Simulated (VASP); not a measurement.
Wanted: the native input for a VASP 6.6.1 run.

| Property | Result |
| --- | --- |
| Task | single point |
| Functional | PBE |
| Potentials or basis | VASP PAW PBE potentials, release 64 (Ga_d, B) |
| Cutoff | 520 eV |
| k mesh | 8 × 8 × 7 |
| Occupations | fermi-dirac, width 0.05 eV |
| Spin | no spin polarisation |
| Dipole correction | no |
| Further INCAR settings | ALGO = Normal; EDIFF = 1e-06; NBANDS = 15 |

The structure of GaB lies in POSCAR:

```
GaB
1.0
    2.7182400000      0.0000000000      0.0000000000
    0.0000000000      2.7182400000      0.0000000000
    0.0000000000      0.0000000000      3.2038479000
Ga B
1 1
Direct
    0.5000000000      0.5000000000      0.5000000000
    0.0000000000      0.0000000000      0.0000000000
```

These files were run (other wordings do the same):

INCAR

```
PREC     = Accurate       # precision mode
ENCUT    = 520            # plane-wave cutoff, eV
EDIFF    = 1E-6           # SCF threshold, eV
ISMEAR   = -1             # smearing method
SIGMA    = 0.05           # smearing width, eV
LREAL    = F              # projectors in reciprocal space
LASPH    = T              # aspherical terms in the spheres
NELM     = 80             # most SCF steps
ALGO     = Normal         # electronic algorithm
ISIF     = 2              # what is computed and relaxed
LWAVE    = F              # write WAVECAR
LCHARG   = F              # write CHGCAR
GGA      = PE             # functional
NBANDS   = 15             # bands
```

KPOINTS

```
Automatic mesh
0
Gamma
  8 8 7
```

Potentials or basis: VASP PAW PBE potentials, release 64 (Ga_d, B).

Command:

```console
$ cat potpaw_PBE.64/Ga_d/POTCAR potpaw_PBE.64/B/POTCAR > POTCAR
$ mpirun -np 1 vasp_std > vasp.out
```

It gave:

```json
{"Pressure": "2.0 GPa", "Band gap on the k mesh": "zero (bands 8 and 9 overlap by 7.69 eV)"}
```

Run time: 25 s on 1 thread of Intel Xeon 8259CL, with other jobs on the host, peak memory 0.14 GiB.
